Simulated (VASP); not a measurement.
# Si6O11 (a cell with a defect) in VASP: notebook

Si6O11 (a cell with a defect) is run at these levels: PBE+D3(BJ); tasks: single point.

All numbers are computed with VASP 6.6.1; they aren't measurements. Logs are shortened: lines on timing, memory, paths and dates and some standing lists are left out, and cuts for length are marked.

**1. The cell of the first run**

The cell holds a defect, 17 atoms: a = 4.915 Å, b = 5.421 Å, c = 8.513 Å, α = 90.00°, β = 90.00°, γ = 90.00°.

**2. Single point, PBE+D3(BJ)**

File INCAR:

```
SYSTEM = Si6O11
  ALGO = Normal
  EDIFF = 1E-6
  ENCUT = 520
  GGA = PE
  ISIF = 2
  ISMEAR = 0
  IVDW = 12
  LASPH = .TRUE.
  LCHARG = .FALSE.
  LREAL = Auto
  LWAVE = .FALSE.
  NBANDS = 59
  NELECT = 88.0
  NELM = 80
  PREC = Accurate
  SIGMA = 0.05
```

File KPOINTS:

```
k-points
0
G
  4 4 2
  0 0 0
```

File POSCAR:

```
Si6O11
1.0
   -2.4573906087      4.2563253884      0.0000000000
    0.0000000000      0.0000000000      5.4210324304
    7.3721718262      4.2563253883      0.0000000000
Si O
6 11
Direct
    0.7669799462      0.6666666667      0.2330200538
    0.2669799462      0.6666666667      0.7330200538
    0.9660401075      0.3333333333      0.5000000000
    0.4660401075      0.3333333333      0.0000000000
    0.2669799462      0.0000000000      0.2669799462
    0.7669799462      0.0000000000      0.7669799462
    0.2730030153      0.2203350802      0.1370425925
    0.7730030153      0.2203350802      0.6370425925
    0.0690623811      0.8870017469      0.7949771961
    0.6579346037      0.5536684135      0.0679802114
    0.1579346037      0.5536684135      0.5679802114
    0.0690623811      0.7796649198      0.2050228039
    0.5690623811      0.7796649198      0.7050228039
    0.3260382522     -0.0229654902      0.4288109358
    0.6579346037      0.1129982531      0.9320197886
    0.7730030153      0.4463315865      0.3629574075
    0.2730030153      0.4463315865      0.8629574075
```

Potentials or basis: VASP PAW PBE potentials, release 64 (Si, O).

The run is started by

```sh
$ cat potpaw_PBE.64/Si/POTCAR potpaw_PBE.64/O/POTCAR > POTCAR
$ mpirun -np 1 vasp_std > vasp.out
```

OUTCAR:

```text
SYSTEM = Si6O11
   EDIFF = 1E-6
   ENCUT = 520
   GGA = PE
   ISIF = 2
   ISMEAR = 0
   IVDW = 12
   LASPH = .TRUE.
   LREAL = Auto
   NELECT = 88.0
   NELM = 80
   PREC = Accurate
 IVDW          = 12

 ion  position               nearest neighbor table
   1  0.767  0.667  0.233-  12 1.62  10 1.62  16 1.63   5 3.06   5 3.06   3 3.06   4 3.06
   2  0.267  0.667  0.733-  13 1.62  11 1.62  17 1.63   9 1.63   6 3.06   6 3.06   4 3.06   3 3.06

   3  0.966  0.333  0.500-   8 1.62  16 1.62  11 1.63   6 3.06   1 3.06   5 3.06   2 3.06
   4  0.466  0.333  0.000-   7 1.62  17 1.62  15 1.63  10 1.63   5 3.06   2 3.06   6 3.06   1 3.06

   5  0.267  0.000  0.267-  14 1.41   7 1.63  12 1.63   4 3.06   1 3.06   1 3.06   3 3.06
   6  0.767  0.000  0.767-  15 1.62   9 1.62   8 1.63  13 1.63   3 3.06   2 3.06   2 3.06   4 3.06

   7  0.273  0.220  0.137-   4 1.62   5 1.63
   8  0.773  0.220  0.637-   3 1.62   6 1.63
   9  0.069  0.887  0.795-   6 1.62   2 1.63
  10  0.658  0.554  0.068-   1 1.62   4 1.63
  11  0.158  0.554  0.568-   2 1.62   3 1.63
  12  0.069  0.780  0.205-   1 1.62   5 1.63
  13  0.569  0.780  0.705-   2 1.62   6 1.63
  14  0.326  0.977  0.429-   5 1.41
  15  0.658  0.113  0.932-   6 1.62   4 1.63
  16  0.773  0.446  0.363-   3 1.62   1 1.63
  17  0.273  0.446  0.863-   4 1.62   2 1.63

  LATTYP: Found a simple orthorhombic cell.
 ALAT       =     4.9147812175
 B/A-ratio  =     1.1030058492
 C/A-ratio  =     1.7320508076

  Lattice vectors:

 A1 = (  -2.4573906087,   4.2563253884,   0.0000000000)
 A2 = (   0.0000000000,   0.0000000000,   5.4210324304)
 A3 = (   7.3721718262,   4.2563253883,   0.0000000000)

Analysis of symmetry for initial positions (statically):
=====================================================================
 Subroutine PRICEL returns:
 Original cell was already a primitive cell.

 Routine SETGRP: Setting up the symmetry group for a
 simple orthorhombic supercell.

 Subroutine GETGRP returns: Found  1 space group operations
 (whereof  1 operations were pure point group operations)
 out of a pool of  8 trial point group operations.

The static configuration has the point symmetry C_1 .

Analysis of symmetry for dynamics (positions and initial velocities):
=====================================================================
 Subroutine PRICEL returns:
 Original cell was already a primitive cell.

 Routine SETGRP: Setting up the symmetry group for a
 simple orthorhombic supercell.

 Subroutine GETGRP returns: Found  1 space group operations
 (whereof  1 operations were pure point group operations)
 out of a pool of  8 trial point group operations.

The dynamic configuration has the point symmetry C_1 .

 Subroutine INISYM returns: Found  1 space group operations
 (whereof  1 operations are pure point group operations),
 and found     1 'primitive' translations

----------------------------------------------------------------------------------------

                                     Primitive cell

  volume of cell :     226.8042

  direct lattice vectors                    reciprocal lattice vectors
    -2.457390609  4.256325388  0.000000000    -0.101733928  0.176208333  0.000000000
     0.000000000  0.000000000  5.421032430     0.000000000  0.000000000  0.184466707
     7.372171826  4.256325388  0.000000000     0.101733928  0.058736111  0.000000000

  length of vectors
     4.914781217  5.421032430  8.512650777     0.203467857  0.184466707  0.117472222

  position of ions in fractional coordinates (direct lattice)
     0.766979946  0.666666667  0.233020054
     0.266979946  0.666666667  0.733020054
     0.966040107  0.333333333  0.500000000
     0.466040107  0.333333333  0.000000000
     0.266979946  0.000000000  0.266979946
     0.766979946  0.000000000  0.766979946
[... 9 lines left out ...]
     0.773003015  0.446331587  0.362957407
     0.273003015  0.446331587  0.862957407

  ion indices of the primitive-cell ions
   primitive index   ion index
                 1           1
                 2           2
                 3           3
[... 47 lines left out ...]
   LHFCALC =     F    Hartree Fock is set to
   AEXX    =    0.0000 exact exchange contribution
   IVDW    =    12    specifies the selected vdW correction
   LEPSILON=     F    determine dielectric tensor
   LRPA    =     F    only Hartree local field effects (RPA)
 non-spin polarized calculation
 Gauss-broadening in eV      SIGMA  =   0.05
  energy-cutoff  :      520.00
  volume of cell :      226.80
 maximum number of plane-waves:      6164
 NGX is ok and might be reduce to    40
   NGX = 19   NGY = 21   NGZ = 31

 number of electron      88.0000024 magnetization

 Free energy of the ion-electron system (eV)
  ---------------------------------------------------
  ext. energy  EPLUGINS =         0.00000000
  ---------------------------------------------------
  free energy    TOTEN  =      -131.37388409 eV

  energy without entropy =     -131.36664373  energy(sigma->0) =     -131.37026391

 E-fermi :   1.4246     XC(G=0):  -8.9332

 val. band max:        1.4137282244   @ k =   0.0000   0.5000   0.5000
 cond. band min:       1.4733622476   @ k =   0.0000   0.2500   0.0000
 fundamental gap:      0.0596340233
 Fermi energy:         1.4245798982

 k-point     1 :       0.0000    0.0000    0.0000
  band No.  band energies     occupation
      1     -18.7334      2.00000
      2     -18.0211      2.00000
      3     -17.7451      2.00000
      4     -17.5441      2.00000
      5     -17.2447      2.00000
      6     -16.7878      2.00000
[... 48 lines left out ...]
     55      10.6773      0.00000
     56      11.2078      0.00000

 k-point     2 :       0.2500    0.0000   -0.0000
  band No.  band energies     occupation
      1     -18.6673      2.00000
      2     -18.0750      2.00000
      3     -17.8016      2.00000
      4     -17.4459      2.00000
      5     -17.1710      2.00000
      6     -16.8569      2.00000
[... 48 lines left out ...]
     55      10.8392      0.00000
     56      11.3030      0.00000
[... 1001 lines left out ...]
     55      10.6588      0.00000
     56      10.9882      0.00000

 k-point    20 :       0.5000    0.5000    0.5000
  band No.  band energies     occupation
      1     -18.6002      2.00000
      2     -18.0827      2.00000
      3     -17.7361      2.00000
      4     -17.3737      2.00000
      5     -17.1902      2.00000
      6     -16.9961      2.00000
[... 48 lines left out ...]
     55      10.9077      0.00000
     56      11.0467      0.00000
 [bands above 56 left out]

------------------------ aborting loop because EDIFF is reached ----------------------------------------

 Edisp (eV)   -2.43834

 E8    (eV) :    -0.8363

  FORCE on cell =-STRESS in cart. coord.  units (eV):
  Direction    XX          YY          ZZ          XY          YZ          ZX
  --------------------------------------------------------------------------------------
  -------------------------------------------------------------------------------------
  Total     -12.35536    -9.60349   -18.96806     9.43437     2.74222    -3.67832
  in kB     -87.28003   -67.84041  -133.99310    66.64577    19.37147   -25.98416
  external pressure =      -96.37 kB  Pullay stress =        0.00 kB

 VOLUME and BASIS-vectors are now :
 -----------------------------------------------------------------------------
  energy-cutoff  :      520.00
  volume of cell :      226.80
      direct lattice vectors                 reciprocal lattice vectors
    -2.457390609  4.256325388  0.000000000    -0.101733928  0.176208333  0.000000000
     0.000000000  0.000000000  5.421032430     0.000000000  0.000000000  0.184466707
     7.372171826  4.256325388  0.000000000     0.101733928  0.058736111  0.000000000

 POSITION                                       TOTAL-FORCE (eV/Angst)
 -----------------------------------------------------------------------------------
     -0.16691      4.25633      3.61402        -2.406933      0.863648     -2.398212
      4.74788      4.25633      3.61402         0.608761      0.864500      0.310847
      1.31215      6.23994      1.80701         3.041399      1.262459      2.101701
     -1.14524      1.98362      1.80701        -1.677051     -1.703487     -0.477690
      1.31215      2.27271      0.00000        -7.988995     -8.143312      1.450597
      3.76954      6.52903      0.00000         0.447715      0.344467     -1.123875
[... 9 lines left out ...]
      0.77621      4.83502      2.41958        -0.240274     -0.299442     -0.265182
      5.69100      4.83502      2.41958         0.283994      0.289224     -0.153011
 -----------------------------------------------------------------------------------
    total drift:                                0.000650     -0.003772     -0.000414

  FREE ENERGIE OF THE ION-ELECTRON SYSTEM (eV)
  ---------------------------------------------------
  free  energy   TOTEN  =      -133.8122215013 eV

  energy  without entropy=     -133.8049811397  energy(sigma->0) =     -133.80860132
```

Run time: 11 min. Hardware: 1 thread of Intel Xeon 8259CL, shared host; peak memory 0.39 GiB.

What came out:

```yaml
Free_energy: -133.8122 eV
Largest_force: 11.500 eV/Å
Dispersion_energy_per_atom: -0.143 eV
```

Forces on the atoms (eV/Å):
```
Si  -2.407  0.864 -2.398
Si   0.609  0.865  0.311
Si   3.041  1.262  2.102
Si  -1.677 -1.703 -0.478
Si  -7.989 -8.143  1.451
Si   0.448  0.344 -1.124
O    1.614  0.816 -1.137
O   -1.983 -0.067  0.165
O   -0.166 -0.086 -0.002
O    1.111  1.081  1.644
O   -1.188 -1.292 -1.674
O    0.393 -1.217  0.292
O   -0.108  0.173  0.019
O    7.593  6.868  0.797
O    0.666  0.246  0.451
O   -0.240 -0.299 -0.265
O    0.284  0.289 -0.153
```

Caveat: the k points lie up to 0.37 Å⁻¹ apart; the cell carries a net charge on a neutralising background, which shifts energy and pressure; the cell differs from its parent crystal (atoms taken out, atom 14 moved 0.375 of the way to it and +0.500 Å across, host rigid); the cell is charged against a uniform background, so pressure and absolute levels hang on convention.

**3. Single point, PBE+D3(BJ)**

File INCAR:

```
SYSTEM = Si6O11
ALGO = Normal
EDIFF = 1E-7
ENCUT = 520
GGA = PE
ISIF = 2
ISMEAR = 0
IVDW = 12
LASPH = .True.
LCHARG = .False.
LREAL = Auto
LWAVE = .False.
NBANDS = 59
NELECT = 88.0
NELM = 100
PREC = Accurate
SIGMA = 0.05
```

File KPOINTS:

```
k-points
0
Gamma
  4 4 2
  0 0 0
```

Edit POSCAR of step 2 so:

```diff
@@ -21,3 +21,3 @@
     0.5690623811      0.7796649198      0.7050228039
-    0.3260382522     -0.0229654902      0.4288109358
+    0.5107060429     -0.0591411631      0.2880164605
     0.6579346037      0.1129982531      0.9320197886
```

Potentials or basis: VASP PAW PBE potentials, release 64 (Si, O).

The run is started by

```sh
$ cat potpaw_PBE.64/Si/POTCAR potpaw_PBE.64/O/POTCAR > POTCAR
$ mpirun -np 1 vasp_std > vasp.out
```

Run time: 14 min. Hardware: 1 thread of Intel Xeon 8259CL, shared host; peak memory 0.38 GiB.

Results (log left out):

| Item | Value |
| --- | --- |
| Free energy | -131.7345 eV |
| Largest force | 36.072 eV/Å |
| Dispersion energy per atom | -0.142 eV |

Forces in eV/Å, atoms in the order of the input:
```
Si   -0.498  -1.781   0.771
Si    1.267   1.518   0.230
Si    2.410  -0.557   2.712
Si   -0.602  -0.440   0.228
Si    7.292 -29.126   8.102
Si    1.216   0.548  -1.285
O     1.726  -1.232   0.545
O    -1.809  -0.071   0.076
O    -0.458  -0.189   0.016
O     0.932   0.873   1.061
O    -1.386  -1.047  -1.162
O     1.655  -0.493   0.726
O    -0.384  -0.216   0.046
O   -11.476  32.103 -11.785
O     0.046   0.006   0.194
O     0.177   0.195  -0.373
O    -0.108  -0.089  -0.103
```

Levels at points of the mesh, in eV from the Fermi level:
```
           k point  band 41  band 42  band 43  band 44  band 45  band 46  band 47  band 48
(0.00, 0.00, 0.00)    -0.81    -0.71    -0.32    -0.08    -0.02     4.42     5.79     6.48
(0.50, 0.00, 0.00)    -0.67    -0.62    -0.21    -0.07     0.12     4.25     5.69     6.98
(0.00, 0.50, 0.00)    -0.70    -0.54    -0.41    -0.07     0.12     4.12     5.93     6.54
(0.50, 0.50, 0.00)    -0.87    -0.60    -0.50    -0.43     0.22     4.46     5.88     6.76
(0.00, 0.00, 0.50)    -0.78    -0.69    -0.30    -0.06     0.10     4.26     5.87     6.43
(0.50, 0.00, 0.50)    -0.66    -0.60    -0.23    -0.07     0.05     4.29     5.69     7.01
(0.00, 0.50, 0.50)    -0.70    -0.61    -0.45    -0.05     0.17     4.11     5.93     6.55
(0.50, 0.50, 0.50)    -0.88    -0.54    -0.50    -0.35     0.11     4.46     5.89     6.86
```

Caveat: the cell carries a net charge on a neutralising background, which shifts energy and pressure; the cell differs from its parent crystal (atoms taken out, atom 14 moved 0.875 of the way to it and -0.250 Å across, host rigid); the cell is charged against a uniform background, so pressure and absolute levels hang on convention.

**4. Single point, PBE+D3(BJ)**

Edit INCAR of step 3 so:

```diff
@@ -2,3 +2,3 @@
 ALGO = Normal
-EDIFF = 1E-7
+EDIFF = 1E-6
 ENCUT = 520
@@ -14,3 +14,3 @@
 NELECT = 88.0
-NELM = 100
+NELM = 80
 PREC = Accurate
```

KPOINTS is that of step 3.

Edit POSCAR of step 3 so:

```diff
@@ -21,3 +21,3 @@
     0.5690623811      0.7796649198      0.7050228039
-    0.5107060429     -0.0591411631      0.2880164605
+    0.6204533532     -0.1412478164      0.2778468721
     0.6579346037      0.1129982531      0.9320197886
```

The run is started by

```sh
$ cat potpaw_PBE.64/Si/POTCAR potpaw_PBE.64/O/POTCAR > POTCAR
$ mpirun -np 1 vasp_std > vasp.out
```

Wall time 16 min (1 thread of Intel Xeon 8259CL, shared host); peak memory 0.39 GiB.

Results (log left out):

```
Free energy                : -133.1982 eV
Largest force              : 26.541 eV/Å
Dispersion energy per atom : -0.142 eV
```

Forces on the atoms (eV/Å):
```
Si  -11.341   5.600 -16.303
Si    0.926   1.107   0.222
Si    1.792  -0.880   2.316
Si   -1.340   0.298   0.805
Si   -3.660   1.219  -1.792
Si    0.818   0.445  -1.037
O     2.034   0.408  -0.914
O    -1.556   0.016  -0.038
O    -0.354  -0.074   0.023
O    -0.359  -0.017  -0.531
O    -1.186  -0.728  -1.035
O    -0.601   2.531   0.803
O    -0.253  -0.196   0.071
O    14.558 -10.712  19.435
O     0.169  -0.065   0.106
O     0.257   1.104  -1.895
O     0.094  -0.056  -0.236
```

Levels at points of the mesh, in eV from the Fermi level:
```tsv
k point	band 41	band 42	band 43	band 44	band 45	band 46	band 47	band 48
(0.00, 0.00, 0.00)	-0.86	-0.68	-0.19	-0.06	0.03	3.59	6.37	6.80
(0.50, 0.00, 0.00)	-0.64	-0.53	-0.22	-0.04	0.02	3.54	6.45	6.93
(0.00, 0.50, 0.00)	-0.78	-0.51	-0.24	-0.08	0.09	3.50	6.41	6.73
(0.50, 0.50, 0.00)	-0.85	-0.60	-0.56	-0.38	0.20	3.57	6.56	7.05
(0.00, 0.00, 0.50)	-0.80	-0.71	-0.17	-0.05	0.14	3.53	6.16	6.97
(0.50, 0.00, 0.50)	-0.64	-0.51	-0.24	-0.02	-0.01	3.55	6.44	6.99
(0.00, 0.50, 0.50)	-0.71	-0.58	-0.32	-0.05	0.09	3.49	6.46	6.71
(0.50, 0.50, 0.50)	-0.75	-0.62	-0.48	-0.26	0.09	3.55	6.59	7.12
```

Caveat: the cell carries a net charge on a neutralising background, which shifts energy and pressure; the cell differs from its parent crystal (atoms taken out, atom 14 moved 1.125 of the way to it and +0.000 Å across, host rigid); the cell is charged against a uniform background, so pressure and absolute levels hang on convention.

**5. Single point, PBE+D3(BJ)**

File INCAR:

```
SYSTEM = Si6O11
PREC     = Accurate       ! precision mode
ENCUT    = 520            ! plane-wave cutoff, eV
EDIFF    = 1E-7           ! SCF threshold, eV
ISMEAR   = 0              ! smearing method
SIGMA    = 0.05           ! smearing width, eV
LREAL    = Auto         
LASPH    = .True.         ! aspherical terms in the spheres
NELM     = 60             ! most SCF steps
ALGO     = Normal         ! electronic algorithm
ISIF     = 2              ! what is computed and relaxed
LWAVE    = .False.        ! write WAVECAR
LCHARG   = .False.        ! write CHGCAR
GGA      = PE             ! functional
IVDW     = 12             ! dispersion correction
NELECT   = 88.0         
NBANDS   = 59             ! bands
```

File KPOINTS:

```
Automatic mesh
0
Gamma
  4 4 2
  0 0 0
```

Edit POSCAR of step 4 so:

```diff
@@ -21,3 +21,3 @@
     0.5690623811      0.7796649198      0.7050228039
-    0.6204533532     -0.1412478164      0.2778468721
+    0.4288201966     -0.0794646168      0.3945502877
     0.6579346037      0.1129982531      0.9320197886
```

The run is started by

```sh
$ cat potpaw_PBE.64/Si/POTCAR potpaw_PBE.64/O/POTCAR > POTCAR
$ mpirun -np 1 vasp_std > vasp.out
```

Wall time 13 min (1 thread of Intel Xeon 8259CL, shared host); peak memory 0.39 GiB.

It converged, with:

```
Free energy                : -134.0625 eV
Largest force              : 11.782 eV/Å
Dispersion energy per atom : -0.143 eV
```

Forces on the atoms (eV/Å):
```
Si  -1.418  0.090 -1.699
Si   0.973  1.493  0.369
Si   3.392  0.135  3.038
Si  -1.728 -1.436 -0.140
Si  -5.751 -9.823  3.042
Si   0.946  0.386 -1.488
O    2.107  0.630 -1.149
O   -2.051 -0.053  0.218
O   -0.360 -0.199  0.026
O    1.307  1.168  1.704
O   -1.348 -1.374 -1.614
O    1.115 -1.430  0.732
O   -0.133  0.060  0.022
O    2.396 10.007 -2.854
O    0.517  0.184  0.404
O   -0.148 -0.034 -0.448
O    0.184  0.197 -0.163
```

Levels at points of the mesh, in eV from the Fermi level:
| k point | band 41 | band 42 | band 43 | band 44 | band 45 | band 46 | band 47 | band 48 |
| --- | --- | --- | --- | --- | --- | --- | --- | --- |
| (0.00, 0.00, 0.00) | -1.01 | -0.78 | -0.47 | -0.12 | -0.05 | 2.37 | 4.93 | 5.97 |
| (0.50, 0.00, 0.00) | -1.14 | -0.80 | -0.27 | -0.17 | 0.66 | 2.20 | 5.03 | 5.60 |
| (0.00, 0.50, 0.00) | -1.11 | -0.64 | -0.54 | -0.04 | 0.55 | 1.97 | 4.98 | 6.17 |
| (0.50, 0.50, 0.00) | -0.98 | -0.66 | -0.61 | -0.55 | 0.28 | 2.66 | 5.07 | 5.63 |
| (0.00, 0.00, 0.50) | -0.97 | -0.78 | -0.45 | -0.06 | 0.03 | 2.33 | 4.80 | 6.01 |
| (0.50, 0.00, 0.50) | -1.07 | -0.78 | -0.29 | -0.17 | 0.61 | 2.22 | 5.04 | 5.58 |
| (0.00, 0.50, 0.50) | -1.18 | -0.64 | -0.56 | -0.03 | 0.59 | 1.94 | 4.98 | 6.13 |
| (0.50, 0.50, 0.50) | -0.95 | -0.65 | -0.55 | -0.49 | 0.18 | 2.67 | 5.06 | 5.63 |

Caveat: the k points lie up to 0.37 Å⁻¹ apart; the cell carries a net charge on a neutralising background, which shifts energy and pressure; the cell differs from its parent crystal (atoms taken out, atom 14 moved 0.625 of the way to it and +0.500 Å across, host rigid); the cell is charged against a uniform background, so pressure and absolute levels hang on convention.
